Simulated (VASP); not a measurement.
A run of VASP 6.6.1:

The input INCAR:

```
PREC = Accurate ; ENCUT = 520
EDIFF = 1E-7 ; ISMEAR = 0
SIGMA = 0.05 ; LREAL = False
LASPH = True ; NELM = 100
ALGO = Normal ; ISIF = 2
LWAVE = False ; LCHARG = False
GGA = PE ; NBANDS = 14
```

Contents of KPOINTS:

```
Automatic mesh
0
Gamma
  8 8 8
```

POSCAR

```
NaCl
1.0
    0.0000000000      2.7184800000      2.6052100000
    2.7184800000      0.0000000000      2.6052100000
    2.7184800000      2.7184800000      0.0000000000
Na Cl
1 1
Direct
    0.0000000000      0.0000000000      0.0000000000
    0.5000000000      0.5000000000      0.5000000000
```

Potentials or basis: VASP PAW PBE potentials, release 64 (Na_pv, Cl).

Run with:

```bash
$ cat potpaw_PBE.64/Na_pv/POTCAR potpaw_PBE.64/Cl/POTCAR > POTCAR
$ mpirun -np 1 vasp_std > vasp.out
```

Hardware: 1 thread of Intel Xeon 8259CL, on a shared host.

Question: How long does it take, and how much memory?

Answer: Wall time 41 s on 1 thread of Intel Xeon 8259CL (shared host), peak memory 0.17 GiB. Counts: scf iterations 15, k points 59.
